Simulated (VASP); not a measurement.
# Al13Si3C3N13 (P1) in VASP: notebook

The runs below take Al13Si3C3N13 through single point, with PBEsol.

Program: VASP 6.6.1. These are calculated values, not measurements. Logs are shortened: lines on timing, memory, paths and dates and some standing lists are left out, and cuts for length are marked.

### 1 The cell of the first run

The typed cell holds 96 atoms: a = 9.320 Å, b = 10.762 Å, c = 9.991 Å, α = 90.00°, β = 90.00°, γ = 90.00°.

### 2 Single point, PBEsol

Contents of INCAR:

```
SYSTEM = Al13Si3C3N13
PREC = Accurate ; ENCUT = 700
EDIFF = 1E-6 ; ISMEAR = -1
SIGMA = 0.05 ; LREAL = Auto
LASPH = .TRUE. ; NELM = 120
ALGO = Normal ; ISIF = 2
LWAVE = .FALSE. ; LCHARG = .FALSE.
GGA = PS ; ISYM = -1
NBANDS = 246 ; GGA_COMPAT = .FALSE.
```

Contents of KPOINTS:

```
explicit points
1
Reciprocal
  0.25000000   0.25000000   0.25000000 1
```

Contents of POSCAR:

```
Al13Si3C3N13
1.0
    9.3199030000      0.0000000000      0.0000000000
    0.0000000000     10.7616960000      0.0000000000
    0.0000000000      0.0000000000      9.9913930000
Al Si N C
39 9 39 9
Direct
    0.1641730000      0.0852800000      0.2471350000
    0.1695080000      0.0832470000      0.7501280000
    0.9996830000      0.3312680000      0.7489140000
    0.5025300000      0.0828560000      0.2478450000
    0.5023470000      0.0836650000      0.7478040000
    0.3338680000      0.3345660000      0.7474580000
    0.1683310000      0.5826420000      0.2447090000
    0.1663040000      0.5853120000      0.7472760000
    0.0008390000      0.8342500000      0.2471320000
    0.0001510000      0.8325990000      0.7496100000
    0.8338770000      0.0810190000      0.2471340000
    0.8311870000      0.0829930000      0.7498780000
    0.6647030000      0.3340630000      0.2495150000
    0.6646810000      0.3347640000      0.7487310000
    0.5045020000      0.5834480000      0.2492610000
    0.4981540000      0.5788210000      0.7495640000
    0.3340720000      0.8325590000      0.2507390000
    0.8326480000      0.5835280000      0.2512660000
    0.6669930000      0.8352610000      0.2473180000
    0.6649240000      0.8303720000      0.7472360000
    0.0001720000      0.1671040000      0.5007650000
    0.9989270000      0.1670690000      0.9975750000
    0.3301000000      0.1628500000      0.4996970000
    0.1658700000      0.4138480000      0.4970080000
    0.9986870000      0.6675250000      0.4991640000
    0.9975000000      0.6664100000      0.9985930000
    0.6668860000      0.1673500000      0.4970210000
    0.6654980000      0.1666880000      0.9992030000
    0.4994930000      0.4141940000      0.4994100000
    0.4969220000      0.4127720000      0.9999880000
    0.3351750000      0.6656640000      0.5005320000
    0.1671840000      0.9164860000      0.4989700000
    0.8368080000      0.4147260000      0.4958740000
    0.8344240000      0.4188900000      0.0046370000
    0.6662690000      0.6640040000      0.4976260000
    0.6688040000      0.6728020000      0.0043140000
    0.4986590000      0.9170760000      0.4987130000
    0.4990250000      0.9138770000      0.0008920000
    0.8305380000      0.9165290000      0.9974260000
    0.9980890000      0.3320190000      0.2501170000
    0.3360390000      0.3339630000      0.2521070000
    0.3331980000      0.8362640000      0.7498510000
    0.8375220000      0.5836950000      0.7528230000
    0.3352480000      0.1662780000      0.9975130000
    0.1681970000      0.4177500000      0.9955220000
    0.3337660000      0.6668780000      0.9975580000
    0.1710530000      0.9160510000      0.9990080000
    0.8325160000      0.9133080000      0.4981110000
    0.9982650000      0.1651880000      0.1915170000
    0.0004270000      0.1683260000      0.6913810000
    0.3337810000      0.1706240000      0.1885780000
    0.3358660000      0.1713930000      0.6929940000
    0.1633370000      0.4170320000      0.6901050000
    0.0014450000      0.6665650000      0.1894080000
    0.9985970000      0.6684860000      0.6896860000
    0.6664450000      0.1668240000      0.1888920000
    0.5031920000      0.4175080000      0.1897420000
    0.3360220000      0.6659190000      0.1900000000
    0.3329450000      0.6667180000      0.6922670000
    0.1684410000      0.9182710000      0.1918970000
    0.1678680000      0.9169320000      0.6903870000
    0.8315180000      0.4175050000      0.1907880000
    0.6634510000      0.6678970000      0.1859490000
    0.6629290000      0.6651270000      0.6903040000
    0.4991310000      0.9169720000      0.1878130000
    0.5010050000      0.9149490000      0.6881140000
    0.8369880000      0.9175500000      0.1930110000
    0.8340410000      0.9174950000      0.6910620000
    0.1666340000      0.0833630000      0.4407070000
    0.0020490000      0.3348410000      0.9411300000
    0.5035100000      0.0834390000      0.4419100000
    0.4991770000      0.0822850000      0.9395130000
    0.3364930000      0.3321730000      0.4331710000
    0.1634310000      0.5818690000      0.4402670000
    0.0000350000      0.8333800000      0.9387730000
    0.8289960000      0.0792540000      0.4380690000
    0.8339970000      0.0837270000      0.9371380000
    0.6659000000      0.3302650000      0.4395760000
    0.6666290000      0.3363130000      0.9402480000
    0.4972980000      0.5826280000      0.4396170000
    0.4988680000      0.5815220000      0.9372890000
    0.3308680000      0.8328750000      0.4404830000
    0.3370260000      0.8344050000      0.9404950000
    0.8306830000      0.5815030000      0.4364300000
    0.8319800000      0.5836410000      0.9406340000
    0.6649580000      0.8321320000      0.4456290000
    0.6697160000      0.8331160000      0.9360650000
    0.1671930000      0.4176680000      0.1898590000
    0.6668550000      0.1651430000      0.6898700000
    0.4996440000      0.4167340000      0.6913240000
    0.8339860000      0.4194920000      0.6871510000
    0.1647120000      0.0845640000      0.9383790000
    0.0017070000      0.3331190000      0.4358800000
    0.3321410000      0.3304860000      0.9409190000
    0.1680930000      0.5853630000      0.9380610000
    0.9990320000      0.8314540000      0.4432360000
```

Potentials or basis: VASP PAW PBE potentials, release 64 (Al, Si, N, C).

Command:

```console
> cat potpaw_PBE.64/Al/POTCAR potpaw_PBE.64/Si/POTCAR potpaw_PBE.64/N/POTCAR potpaw_PBE.64/C/POTCAR > POTCAR
> mpirun -np 1 vasp_std > vasp.out
```

OUTCAR:

```text
SYSTEM = Al13Si3C3N13
   PREC = Accurate
   ENCUT = 700
   EDIFF = 1E-6
   ISMEAR = -1
   LREAL = Auto
   LASPH = .TRUE.
   NELM = 120
   ISIF = 2
   GGA = PS
   ISYM = -1

 ion  position               nearest neighbor table
   1  0.164  0.085  0.247-  49 1.85  60 1.88  51 1.92  69 1.93  22 3.06  40 3.07  23 3.08  47 3.08
                            11 3.08  44 3.09  21 3.09   9 3.10  32 3.10  41 3.12  17 3.15   4 3.15
   2  0.170  0.083  0.750-  92 1.88  61 1.89  52 1.91  50 1.91  23 3.04  44 3.05  42 3.06  47 3.07
                            22 3.07  21 3.08  32 3.09   5 3.10   3 3.10   6 3.11  10 3.13  12 3.15
   3  1.000  0.331  0.749-  50 1.85  53 1.88  91 1.91  70 1.92  21 3.04  22 3.05  45 3.07  33 3.08
                            24 3.09  12 3.10   2 3.10  43 3.11   6 3.11  14 3.12  34 3.13   8 3.14
   4  0.503  0.083  0.248-  56 1.87  65 1.88  51 1.93  71 1.94  28 3.05  27 3.06  38 3.07  19 3.07
                            37 3.08  44 3.08  11 3.09  13 3.10  23 3.11  41 3.12  17 3.12   1 3.15
   5  0.502  0.084  0.748-  89 1.86  52 1.90  66 1.91  72 1.92  12 3.06  37 3.07  28 3.07  44 3.07
                            27 3.07  23 3.07  42 3.09  14 3.10   2 3.10  20 3.12  38 3.12   6 3.12
   6  0.334  0.335  0.747-  52 1.84  90 1.87  53 1.91  94 1.93  16 3.04  29 3.04  45 3.05  30 3.06
                            24 3.07  14 3.08  44 3.09  23 3.09   2 3.11   3 3.11   8 3.12   5 3.12
   7  0.168  0.583  0.245-  88 1.86  54 1.88  58 1.88  74 1.95  46 3.05  45 3.06  26 3.07  41 3.10
                            17 3.10  24 3.11  31 3.12   9 3.13  18 3.13  40 3.13  25 3.13  15 3.13
   8  0.166  0.585  0.747-  59 1.87  55 1.89  53 1.90  95 1.91  31 3.05  25 3.06  43 3.06  45 3.07
                            46 3.08  10 3.08  26 3.09  16 3.09  24 3.11  42 3.12   6 3.12   3 3.14
   9  0.001  0.834  0.247-  67 1.85  60 1.89  54 1.89  96 1.96  26 3.07  47 3.07  48 3.08  11 3.08
[... 47 lines left out ...]
  33  0.837  0.415  0.496-  93 1.87  84 1.89  91 1.91  78 1.92  40 3.01  18 3.05  13 3.06  24 3.07
                            21 3.07   3 3.08  27 3.10  25 3.11  14 3.11  35 3.12  29 3.14  43 3.15
  34  0.834  0.419  0.005-  62 1.86  85 1.88  79 1.91  70 1.91  18 3.04  40 3.04  13 3.05  26 3.07
                            43 3.08  45 3.11  22 3.11   3 3.13  28 3.14  36 3.14  14 3.14  30 3.15
  35  0.666  0.664  0.498-  84 1.87  86 1.88  80 1.89  64 1.93  15 3.03  18 3.04  20 3.07  31 3.09
                            48 3.10  25 3.10  16 3.10  29 3.11  19 3.11  33 3.12  43 3.13  37 3.14
  36  0.669  0.673  0.004-  63 1.82  87 1.86  85 1.91  81 1.98  19 2.99  39 3.03  38 3.04  15 3.04
                            18 3.06  26 3.06  20 3.08  43 3.12  46 3.12  34 3.14  16 3.17  30 3.22
  37  0.499  0.917  0.499-  86 1.88  71 1.88  66 1.89  82 1.90  17 3.05   5 3.07  42 3.07  20 3.07
                            23 3.08   4 3.08  32 3.09  19 3.09  31 3.11  48 3.11  27 3.12  35 3.14
  38  0.499  0.914  0.001-  83 1.84  65 1.87  72 1.91  87 1.93  19 3.04  36 3.04  47 3.06  17 3.06
                            42 3.06   4 3.07  46 3.07  39 3.09  20 3.10  44 3.12   5 3.12  28 3.13
  39  0.831  0.917  0.997-  87 1.85  77 1.90  75 1.91  67 1.96  36 3.03  19 3.05  12 3.05  11 3.06
                            10 3.07  20 3.08   9 3.09  38 3.09  28 3.10  26 3.11  22 3.12  47 3.17
  40  0.998  0.332  0.250-  93 1.86  49 1.89  62 1.90  88 1.92  33 3.01  34 3.04  24 3.05  21 3.07
                             1 3.07  22 3.09  11 3.10  13 3.11  18 3.12   7 3.13  45 3.14
  41  0.336  0.334  0.252-  73 1.81  51 1.87  57 1.90  88 1.92  29 3.03  24 3.04  30 3.05  13 3.06
                            23 3.08   7 3.10  15 3.11   4 3.12  44 3.12   1 3.12  45 3.14
  42  0.333  0.836  0.750-  61 1.87  66 1.88  83 1.91  59 1.91  47 3.04  38 3.06   2 3.06  32 3.07
                            37 3.07  46 3.07  20 3.09   5 3.09  31 3.09  10 3.10   8 3.12  16 3.17
  43  0.838  0.584  0.753-  55 1.87  85 1.88  91 1.89  64 1.95  26 3.01   8 3.06  10 3.08  34 3.08
[... 11 lines left out ...]
   TEBEG  =    0.0;   TEEND  =   0.0 temperature during run
   PSTRESS=    0.0 pullay stress
   NELECT =     384.0000    total number of electrons
   NUPDOWN=      -1.0000    fix difference up-down
   EMIN   =  10.00;   EMAX   =-10.00  energy-range for DOS
   EFERMI =   0.00;   METHOD = LEGACY
   ISMEAR =    -1;   SIGMA  =   0.05  broadening in eV -4-tet -1-fermi 0-gaus
   EFERMI_NEDOS =   21; number of points for ismear=-14 and -15
   IALGO  =     38    algorithm
   IMIX   =      4    mixing-type and parameters
     AMIX     =   0.40;   BMIX     =  1.00
     AMIX_MAG =   1.60;   BMIX_MAG =  1.00
  volume/ion in A,a.u.               =      10.44        70.44
  Fermi-wavevector in a.u.,A,eV,Ry     =   1.189084  2.247043 19.237559  1.413921
  Thomas-Fermi vector in A             =   2.325199
   LORBIT       =      0    0 simple, 1 ext, 2 COOP (PROOUT), +10 PAW based schemes
   GGA     = PS    functional components
   LHFCALC =     F    Hartree Fock is set to
   AEXX    =    0.0000 exact exchange contribution
   IVDW    =     0    specifies the selected vdW correction
   LEPSILON=     F    determine dielectric tensor
   LRPA    =     F    only Hartree local field effects (RPA)
 non-spin polarized calculation
  energy-cutoff  :      700.00
  volume of cell :     1002.12
 maximum number of plane-waves:     42145
 NGX is ok and might be reduce to    80
   NGX = 41   NGY = 47   NGZ = 43

 number of electron     383.9999998 magnetization

 Free energy of the ion-electron system (eV)
  ---------------------------------------------------
  ext. energy  EPLUGINS =         0.00000000
  ---------------------------------------------------
  free energy    TOTEN  =      -739.21277595 eV

  energy without entropy =     -739.21277584  energy(sigma->0) =     -739.21277590

 E-fermi :   9.1792     XC(G=0): -11.1877

 val. band max:        8.3116449772   @ k =   0.2500   0.2500   0.2500
 cond. band min:      10.0467362834   @ k =   0.2500   0.2500   0.2500
 fundamental gap:      1.7350913062
 Fermi energy:         9.1792348100

 k-point     1 :       0.2500    0.2500    0.2500
  band No.  band energies     occupation
      1     -10.6331      2.00000
      2      -9.2236      2.00000
      3      -9.0729      2.00000
      4      -8.9699      2.00000
      5      -8.6878      2.00000
      6      -8.5687      2.00000
[... 196 lines left out ...]
    203      11.3065      0.00000
    204      11.4142      0.00000
 [bands above 204 left out]

------------------------ aborting loop because EDIFF is reached ----------------------------------------

  FORCE on cell =-STRESS in cart. coord.  units (eV):
  Direction    XX          YY          ZZ          XY          YZ          ZX
  --------------------------------------------------------------------------------------
  -------------------------------------------------------------------------------------
  Total        6.6170864      8.6805051      7.6413402      0.3589103      0.4055229     -1.1029044
  in kB       10.5793560     13.8783369     12.2169266      0.5738235      0.6483475     -1.7633166
  external PRESSURE =      12.2248732 kB  Pullay stress =       0.0000000 kB

 VOLUME and BASIS-vectors are now :
 -----------------------------------------------------------------------------
  energy-cutoff  :      700.00
  volume of cell :     1002.12
      direct lattice vectors                 reciprocal lattice vectors
     9.319903000  0.000000000  0.000000000     0.107297254  0.000000000  0.000000000
     0.000000000 10.761696000  0.000000000     0.000000000  0.092922157  0.000000000
     0.000000000  0.000000000  9.991393000     0.000000000  0.000000000  0.100086144

 POSITION                                       TOTAL-FORCE (eV/Angst)
 -----------------------------------------------------------------------------------
      1.53008      0.91776      2.46922         0.184907      0.489773      0.985519
      1.57980      0.89588      7.49482        -0.232758      1.817492     -1.434400
      9.31695      3.56501      7.48269        -0.161739      0.903275     -0.559609
      4.68353      0.89167      2.47632         0.089241      0.432823      0.998521
      4.68183      0.90038      7.47160         0.003277      1.617870     -0.481479
      3.11162      3.60050      7.46815        -0.149919      0.664383     -0.266615
[... 88 lines left out ...]
      1.56661      6.29950      9.37254         1.553754      0.214858      1.294261
      9.31088      8.94786      4.42855        -1.750909      2.026924     -0.081276
 -----------------------------------------------------------------------------------
    total drift:                                0.008289      0.002509      0.027497

  FREE ENERGIE OF THE ION-ELECTRON SYSTEM (eV)
  ---------------------------------------------------
  free  energy   TOTEN  =      -739.2127759526 eV

  energy  without entropy=     -739.2127758446  energy(sigma->0) =     -739.21277590
```

It took 12 min on 1 thread of Intel Xeon Platinum 8488C (Sapphire Rapids), shared host; peak memory 1.4 GiB.

What came out:

| Quantity | Value |
| --- | --- |
| Free energy | -739.2128 eV |
| Pressure | 1.2 GPa |
| Largest force | 4.638 eV/Å |
| Band gap on the k mesh | 1.74 eV |

Forces in eV/Å, atoms in the order of the input:
```
Al   0.185  0.490  0.986
Al  -0.233  1.817 -1.434
Al  -0.162  0.903 -0.560
Al   0.089  0.433  0.999
Al   0.003  1.618 -0.481
Al  -0.150  0.664 -0.267
Al  -0.940  0.879  1.544
Al  -0.385 -1.878 -0.736
Al  -0.308 -0.987  1.055
Al  -0.289  0.190 -0.963
Al  -0.494  0.664  0.672
Al   0.061  1.350 -0.560
Al   0.640 -0.777  1.022
Al   0.340 -0.366 -0.097
Al  -0.565 -0.210  0.740
Al   0.410 -0.717 -0.402
Al   0.098 -0.043  0.817
Al   0.705  0.415  0.285
Al   0.451 -0.215  0.639
Al   0.859  0.234 -0.173
Al  -0.537 -0.010  0.464
Al  -0.916  0.586  0.239
Al   1.060  0.812  0.864
Al   0.198  0.739  0.886
Al  -0.301 -1.783 -0.375
Al   0.321 -0.167  0.885
Al   0.087  0.440  1.624
Al   0.671  1.048 -1.213
Al   0.992 -0.074  1.262
Al   1.135  0.159 -1.077
Al  -1.014 -0.544 -0.503
Al  -0.337  0.352 -0.350
Al  -1.151  0.141  0.703
Al  -0.598 -1.168 -1.824
Al   0.282 -1.161  0.478
Al  -0.536 -1.434 -1.498
Al  -0.250  0.611 -0.395
Al   1.973  1.606  0.059
Al   0.647  1.374  0.486
Si   0.522  0.258  1.454
Si  -0.596  0.613 -0.344
Si   0.002 -0.790 -2.085
Si  -0.808 -2.436 -1.430
Si  -0.458  0.822 -0.569
Si   0.250 -1.044  0.476
Si   0.137 -2.651  0.504
Si  -2.100  1.760  0.515
Si   0.890  0.830  0.289
N   -0.290  1.634 -0.487
N    0.740 -1.834 -0.040
N    0.585  0.338 -0.344
N   -1.029 -2.385 -1.257
N    0.626  0.252 -0.438
N   -0.633  0.450 -0.610
N   -1.414 -0.189  1.216
N    0.022 -0.356 -0.108
N   -1.923 -0.607  0.827
N    0.429  1.079 -2.313
N    0.166  3.799  0.476
N    0.631 -0.639 -2.861
N    2.347 -1.510  1.275
N    1.333 -0.694  0.032
N    0.674  0.321  0.901
N    2.032  0.673  0.681
N   -0.148 -0.442  0.043
N   -2.844 -1.524  1.514
N   -1.010 -0.550 -1.548
N   -0.178 -1.265 -1.532
N    0.269 -0.674 -0.770
N    0.849  0.850  1.089
N   -1.391 -0.918 -1.535
N   -1.754 -0.445  1.545
N   -0.073 -0.675 -1.815
N    1.297  0.819 -0.040
N    1.844  0.900  0.860
N    0.623 -2.243  0.048
N   -0.125 -0.766  1.500
N   -0.194  0.679 -1.966
N    0.469 -0.237  1.980
N    0.380  0.739 -1.025
N   -1.040  2.930  2.232
N    0.988 -0.010 -0.162
N   -1.853 -1.287 -0.899
N   -0.299  0.942 -0.112
N   -0.227  1.292 -1.063
N    1.057  1.008 -0.476
N   -1.022  0.203  0.432
C    0.071 -2.761 -1.202
C    0.161 -0.718 -0.059
C   -1.018  0.668 -0.982
C    0.530  2.831  1.808
C    2.702 -2.857  2.458
C   -0.269 -1.136 -2.532
C   -1.776 -1.282  1.438
C    1.554  0.215  1.294
C   -1.751  2.027 -0.081
```

Stress tensor (GPa, compression positive):
```
 1.06  0.06 -0.18
 0.06  1.39  0.06
-0.18  0.06  1.22
```

Levels at points of the mesh, in eV from the valence-band top:
```
           k point  band 188  band 189  band 190  band 191  band 192  band 193  band 194  band 195  band 196  band 197
(0.25, 0.25, 0.25)     -0.76     -0.71     -0.59     -0.24      0.00      1.74      2.00      2.19      2.29      2.50
```

Caveat: the PAW data sets were made with another functional, which shifts forces and pressure a little; a shifted mesh leaves out Γ, where band edges can lie. A k mesh can miss the band edges.

(Continued in part 2 of 2.)
